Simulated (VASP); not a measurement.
Si2Ni: single point with PBE

Si2Ni:

```
CELL_PARAMETERS angstrom
0.00000 2.70300 2.70300
2.70300 0.00000 2.70300
2.70300 2.70300 0.00000
ATOMIC_POSITIONS crystal
Ni 0.00000 0.00000 0.00000
Si 0.75000 0.75000 0.75000
Si 0.25000 0.25000 0.25000
```

* Program: VASP 6.6.1
* Task: single point
* Functional: PBE
* Potentials or basis: VASP PAW PBE potentials, release 64 (Ni, Si)
* Cutoff: 520 eV
* k mesh: 5 × 5 × 5
* Occupations: fermi-dirac, width 0.05 eV
* Spin: collinear spin, ferromagnetic start
* Starting moments: [1.0, 0.0, 0.0] μB

```yaml
Pressure: 3.7 GPa
Band_gap_on_the_k_mesh: zero (filled and empty bands overlap)
Net_moment: 0.00 μB per cell
Valence_electrons_inside_the_program's_atomic_spheres: Ni 9.80; Si 1.59
```

Levels at points of the mesh, in eV from the Fermi level:
Spin up:
```
           k point  band 7  band 8  band 9  band 10  band 11  band 12
(0.00, 0.00, 0.00)   -0.34    1.65    1.65     1.65     2.24     2.24
```
Spin down:
| k point | band 5 | band 6 | band 7 | band 8 | band 9 | band 10 | band 11 | band 12 | band 13 | band 14 |
| --- | --- | --- | --- | --- | --- | --- | --- | --- | --- | --- |
| (0.00, 0.00, 0.00) | -3.57 | -3.57 | -0.34 | 1.65 | 1.65 | 1.65 | 2.24 | 2.24 | 2.24 | 4.69 |

Wall time 9.7 s on 1 thread of Intel(R) Xeon(R) 6975P-C (Granite Rapids) (shared host), peak memory 0.17 GiB.

Caveat: the k points lie up to 0.40 Å⁻¹ apart.
